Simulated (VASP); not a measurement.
# MgF2 (P4_2/mnm) in VASP: notebook

The runs below take MgF2 through single point, with LDA, r2SCAN.

Everything below comes from runs of VASP 6.6.1. Logs are shortened: lines on timing, memory, paths and dates and some standing lists are left out, and cuts for length are marked.

## (1) The cell of the first run

The structure is tetragonal, space group P4_2/mnm (No. 136). Conventional cell: a = 4.556 Å, b = 4.556 Å, c = 3.012 Å, α = 90.00°, β = 90.00°, γ = 90.00°. Mg (site symmetry mmm) has 6 F at 1.95 to 1.97 Å within 2.6 Å. F (site symmetry m2m) has 3 Mg at 1.95 to 1.97 Å and 1 F at 2.54 Å within 2.6 Å.

## (2) Single point, LDA

The input, INCAR:

```
SYSTEM = MgF2
PREC = Accurate
ENCUT = 840
EDIFF = 1E-6
ISMEAR = -1
SIGMA = 0.02
LREAL = .False.
LASPH = .True.
NELM = 120
ALGO = Normal
ISIF = 2
LWAVE = .False.
LCHARG = .False.
NBANDS = 33
GGA_COMPAT = .False.
```

The input, KPOINTS:

```
Automatic mesh
0
Gamma
  6 6 8
  0 0 0
```

The input, POSCAR:

```
MgF2
1.0
    4.5560405117      0.0000000000      0.0000000000
    0.0000000000      4.5560405117      0.0000000000
    0.0000000000      0.0000000000      3.0121193795
Mg F
2 4
Direct
    0.0000000000      0.0000000000      0.0000000000
    0.5000000000      0.5000000000      0.5000000000
    0.3029736546      0.3029736546      0.0000000000
    0.1970263454      0.8029736546      0.5000000000
    0.6970263454      0.6970263454      0.0000000000
    0.8029736546      0.1970263454      0.5000000000
```

Potentials or basis: VASP PAW LDA potentials, release 64 (Mg_sv, F).

Started as:

```sh
> cat potpaw_LDA.64/Mg_sv/POTCAR potpaw_LDA.64/F/POTCAR > POTCAR
> mpirun -np 1 vasp_std > vasp.out
```

OUTCAR:

```text
SYSTEM = MgF2
   PREC = Accurate
   ENCUT = 840
   EDIFF = 1E-6
   ISMEAR = -1
   LREAL = .False.
   LASPH = .True.
   NELM = 120
   ISIF = 2

 ion  position               nearest neighbor table
   1  0.000  0.000  0.000-   3 1.95   5 1.95   4 1.97   6 1.97   4 1.97   6 1.97
   2  0.500  0.500  0.500-   4 1.95   6 1.95   5 1.97   3 1.97   3 1.97   5 1.97
   3  0.303  0.303  0.000-   1 1.95   2 1.97   2 1.97
   4  0.197  0.803  0.500-   2 1.95   1 1.97   1 1.97
   5  0.697  0.697  0.000-   1 1.95   2 1.97   2 1.97
   6  0.803  0.197  0.500-   2 1.95   1 1.97   1 1.97

  LATTYP: Found a simple tetragonal cell.
 ALAT       =     4.5560405117
 C/A-ratio  =     0.6611265575

  Lattice vectors:

 A1 = (   4.5560405117,   0.0000000000,   0.0000000000)
 A2 = (   0.0000000000,   4.5560405117,   0.0000000000)
 A3 = (   0.0000000000,   0.0000000000,   3.0121193795)

Analysis of symmetry for initial positions (statically):
=====================================================================
 Subroutine PRICEL returns:
 Original cell was already a primitive cell.

 Routine SETGRP: Setting up the symmetry group for a
 simple tetragonal supercell.

 Subroutine GETGRP returns: Found 16 space group operations
 (whereof  8 operations were pure point group operations)
 out of a pool of 16 trial point group operations.

The static configuration has the point symmetry D_2h.
 The point group associated with its full space group is D_4h.

Analysis of symmetry for dynamics (positions and initial velocities):
=====================================================================
 Subroutine PRICEL returns:
 Original cell was already a primitive cell.

 Routine SETGRP: Setting up the symmetry group for a
 simple tetragonal supercell.

 Subroutine GETGRP returns: Found 16 space group operations
 (whereof  8 operations were pure point group operations)
 out of a pool of 16 trial point group operations.

The dynamic configuration has the point symmetry D_2h.
 The point group associated with its full space group is D_4h.

 Subroutine INISYM returns: Found 16 space group operations
 (whereof  8 operations are pure point group operations),
 and found     1 'primitive' translations

----------------------------------------------------------------------------------------

                                     Primitive cell

  volume of cell :      62.5241

  direct lattice vectors                    reciprocal lattice vectors
     4.556040512  0.000000000  0.000000000     0.219488830  0.000000000  0.000000000
     0.000000000  4.556040512  0.000000000     0.000000000  0.219488830  0.000000000
     0.000000000  0.000000000  3.012119380     0.000000000  0.000000000  0.331992154

  length of vectors
     4.556040512  4.556040512  3.012119380     0.219488830  0.219488830  0.331992154

  position of ions in fractional coordinates (direct lattice)
     0.000000000  0.000000000  0.000000000
     0.500000000  0.500000000  0.500000000
     0.302973655  0.302973655  0.000000000
     0.197026345  0.802973655  0.500000000
     0.697026345  0.697026345  0.000000000
     0.802973655  0.197026345  0.500000000

  ion indices of the primitive-cell ions
   primitive index   ion index
                 1           1
                 2           2
                 3           3
                 4           4
                 5           5
                 6           6

----------------------------------------------------------------------------------------

 KPOINTS: Automatic mesh

Automatic generation of k-mesh.
 Grid dimensions read from file:
 generate k-points for:    6    6    8

 Generating k-lattice:

  Cartesian coordinates                     Fractional coordinates (reciprocal lattice)
     0.036581472  0.000000000  0.000000000     0.166666667  0.000000000  0.000000000
     0.000000000  0.036581472  0.000000000     0.000000000  0.166666667  0.000000000
     0.000000000  0.000000000  0.041499019     0.000000000  0.000000000  0.125000000

  Length of vectors
     0.036581472  0.036581472  0.041499019

  Shift w.r.t. Gamma in fractional coordinates (k-lattice)
     0.000000000  0.000000000  0.000000000

 Subroutine IBZKPT returns following result:
 ===========================================

 Found     50 irreducible k-points:

 Following reciprocal coordinates:
            Coordinates               Weight
  0.000000  0.000000  0.000000      1.000000
  0.166667  0.000000  0.000000      4.000000
  0.333333  0.000000  0.000000      4.000000
  0.500000  0.000000  0.000000      2.000000
  0.166667  0.166667  0.000000      4.000000
  0.333333  0.166667  0.000000      8.000000
[... 16 lines left out ...]
  0.333333  0.000000  0.250000      8.000000
  0.500000  0.000000  0.250000      4.000000
 [... further k-points ...]
   k-points           NKPTS =     50   k-points in BZ     NKDIM =     50   number of bands    NBANDS=     33
   number of dos      NEDOS =    301   number of ions     NIONS =      6
   total plane-waves  NPLWV =  64512
   dimension x,y,z NGX =    48 NGY =   48 NGZ =   28
   dimension x,y,z NGXF=    96 NGYF=   96 NGZF=   56
   ions per type =               2   4
   NGX,Y,Z   is equivalent  to a cutoff of  17.51, 17.51, 15.45 a.u.
   NGXF,Y,Z  is equivalent  to a cutoff of  35.03, 35.03, 30.91 a.u.
 SYSTEM =  MgF2
   PREC   = accura    normal or accurate (medium, high low for compatibility)
   ISTART =      0    job   : 0-new  1-cont  2-samecut
   ICHARG =      2    charge: 1-file 2-atom 10-const
   ISPIN  =      1    spin polarized calculation?
   LNONCOLLINEAR =      F non collinear calculations
   LSORBIT =      F    spin-orbit coupling
   LASPH  =      T    aspherical Exc in radial PAW
   ENCUT  =  840.0 eV  61.74 Ry    7.86 a.u.  10.77 10.77  7.12*2*pi/ulx,y,z
   NELM   =    120;   NELMIN=  2; NELMDL= -5     # of ELM steps
   EDIFF  = 0.1E-05   stopping-criterion for ELM
   LREAL  =      F    real-space projection
   EDIFFG = 0.1E-04   stopping-criterion for IOM
   NSW    =      0    number of steps for IOM
   IBRION =     -1    ionic relax: 0-MD 1-quasi-New 2-CG
   NFREE  =      0    steps in history (QN), initial steepest desc. (CG)
   ISIF   =      2    stress and relaxation
   ISYM   =      2    0-nonsym 1-usesym 2-fastsym
   POTIM  = 0.5000    time-step for ionic-motion
   TEBEG  =    0.0;   TEEND  =   0.0 temperature during run
   PSTRESS=    0.0 pullay stress
   NELECT =      48.0000    total number of electrons
   NUPDOWN=      -1.0000    fix difference up-down
   EMIN   =  10.00;   EMAX   =-10.00  energy-range for DOS
   EFERMI =   0.00;   METHOD = LEGACY
   ISMEAR =    -1;   SIGMA  =   0.02  broadening in eV -4-tet -1-fermi 0-gaus
   EFERMI_NEDOS =   21; number of points for ismear=-14 and -15
   IALGO  =     38    algorithm
   IMIX   =      4    mixing-type and parameters
     AMIX     =   0.40;   BMIX     =  1.00
     AMIX_MAG =   1.60;   BMIX_MAG =  1.00
  volume/ion in A,a.u.               =      10.42        70.32
  Fermi-wavevector in a.u.,A,eV,Ry     =   1.499016  2.832729 30.572938  2.247048
  Thomas-Fermi vector in A             =   2.610700
   LORBIT       =      0    0 simple, 1 ext, 2 COOP (PROOUT), +10 PAW based schemes
   GGA     = CA    functional components
   LHFCALC =     F    Hartree Fock is set to
   AEXX    =    0.0000 exact exchange contribution
   IVDW    =     0    specifies the selected vdW correction
   LEPSILON=     F    determine dielectric tensor
   LRPA    =     F    only Hartree local field effects (RPA)
 non-spin polarized calculation
  energy-cutoff  :      840.00
  volume of cell :       62.52
 maximum number of plane-waves:      3488
 NGX is ok and might be reduce to    48
   NGX = 21   NGY = 21   NGZ = 15

 number of electron      48.0000020 magnetization

 Free energy of the ion-electron system (eV)
  ---------------------------------------------------
  ext. energy  EPLUGINS =         0.00000000
  ---------------------------------------------------
  free energy    TOTEN  =       -34.56856865 eV

  energy without entropy =      -34.56856865  energy(sigma->0) =      -34.56856865

 E-fermi :  -1.0398     XC(G=0): -10.8856

 val. band max:       -1.5004135180   @ k =   0.0000   0.0000   0.0000
 cond. band min:       5.5712574278   @ k =   0.0000   0.0000   0.0000
 fundamental gap:      7.0716709458
 Fermi energy:        -1.0398057196

 k-point     1 :       0.0000    0.0000    0.0000
  band No.  band energies     occupation
      1     -71.1432      2.00000
      2     -71.1417      2.00000
      3     -38.6689      2.00000
      4     -38.6689      2.00000
      5     -38.6411      2.00000
      6     -38.6411      2.00000
[... 25 lines left out ...]
     32      17.1082      0.00000
     33      17.1082      0.00000

 k-point     2 :       0.1667    0.0000    0.0000
  band No.  band energies     occupation
      1     -71.1431      2.00000
      2     -71.1418      2.00000
      3     -38.6678      2.00000
      4     -38.6677      2.00000
      5     -38.6424      2.00000
      6     -38.6424      2.00000
[... 25 lines left out ...]
     32      16.8265      0.00000
     33      17.1714      0.00000

 k-point     3 :       0.3333    0.0000    0.0000
  band No.  band energies     occupation
      1     -71.1430      2.00000
      2     -71.1422      2.00000
      3     -38.6650      2.00000
      4     -38.6648      2.00000
      5     -38.6455      2.00000
      6     -38.6454      2.00000
[... 25 lines left out ...]
     32      16.4241      0.00000
     33      16.8872      0.00000

 k-point     4 :       0.5000    0.0000    0.0000
  band No.  band energies     occupation
      1     -71.1426      2.00000
      2     -71.1426      2.00000
      3     -38.6631      2.00000
      4     -38.6631      2.00000
      5     -38.6474      2.00000
      6     -38.6474      2.00000
[... 673 lines left out ...]
     32      15.8889      0.00000
     33      16.5445      0.00000

 k-point    23 :       0.3333    0.0000    0.2500
  band No.  band energies     occupation
      1     -71.1412      2.00000
      2     -71.1407      2.00000
      3     -38.6691      2.00000
      4     -38.6670      2.00000
      5     -38.6576      2.00000
      6     -38.6566      2.00000
[... 25 lines left out ...]
     32      15.1576      0.00000
     33      15.7589      0.00000

 k-point    24 :       0.5000    0.0000    0.2500
  band No.  band energies     occupation
      1     -71.1410      2.00000
      2     -71.1410      2.00000
      3     -38.6685      2.00000
      4     -38.6685      2.00000
      5     -38.6561      2.00000
      6     -38.6561      2.00000
[... 25 lines left out ...]
     32      14.7334      0.00000
     33      16.1482      0.00000

 [... further k-points ...]

------------------------ aborting loop because EDIFF is reached ----------------------------------------

  FORCE on cell =-STRESS in cart. coord.  units (eV):
  Direction    XX          YY          ZZ          XY          YZ          ZX
  --------------------------------------------------------------------------------------
  -------------------------------------------------------------------------------------
  Total        0.0651137      0.0651137      0.1771290     -0.0000000      0.0000000      0.0000000
  in kB        1.6685372      1.6685372      4.5389243     -0.0000000      0.0000000      0.0000000
  external PRESSURE =       2.6253329 kB  Pullay stress =       0.0000000 kB

 VOLUME and BASIS-vectors are now :
 -----------------------------------------------------------------------------
  energy-cutoff  :      840.00
  volume of cell :       62.52
      direct lattice vectors                 reciprocal lattice vectors
     4.556040512  0.000000000  0.000000000     0.219488830  0.000000000  0.000000000
     0.000000000  4.556040512  0.000000000     0.000000000  0.219488830  0.000000000
     0.000000000  0.000000000  3.012119380     0.000000000  0.000000000  0.331992154

 POSITION                                       TOTAL-FORCE (eV/Angst)
 -----------------------------------------------------------------------------------
      0.00000      0.00000      0.00000         0.000000      0.000000      0.000000
      2.27802      2.27802      1.50606         0.000000      0.000000      0.000000
      1.38036      1.38036      0.00000        -0.007912     -0.007912      0.000000
      0.89766      3.65838      1.50606         0.007912     -0.007912      0.000000
      3.17568      3.17568      0.00000         0.007912      0.007912     -0.000000
      3.65838      0.89766      1.50606        -0.007912      0.007912     -0.000000
 -----------------------------------------------------------------------------------
    total drift:                               -0.000000     -0.000000     -0.000000

  FREE ENERGIE OF THE ION-ELECTRON SYSTEM (eV)
  ---------------------------------------------------
  free  energy   TOTEN  =       -34.5685686517 eV

  energy  without entropy=      -34.5685686517  energy(sigma->0) =      -34.56856865
```

Wall time 65 s (1 thread of Intel Xeon Platinum 8488C (Sapphire Rapids), shared host); peak memory 0.3 GiB.

Results:

| Quantity | Value |
| --- | --- |
| Free energy | -34.5686 eV |
| Pressure | 0.3 GPa |
| Largest force | 0.011 eV/Å |
| Band gap on the k mesh | 7.07 eV |

Forces in eV/Å, atoms in the order of the input:
```
Mg   0.000  0.000  0.000
Mg   0.000  0.000  0.000
F   -0.008 -0.008  0.000
F    0.008 -0.008  0.000
F    0.008  0.008  0.000
F   -0.008  0.008  0.000
```

(Continued in part 2 of 2.)
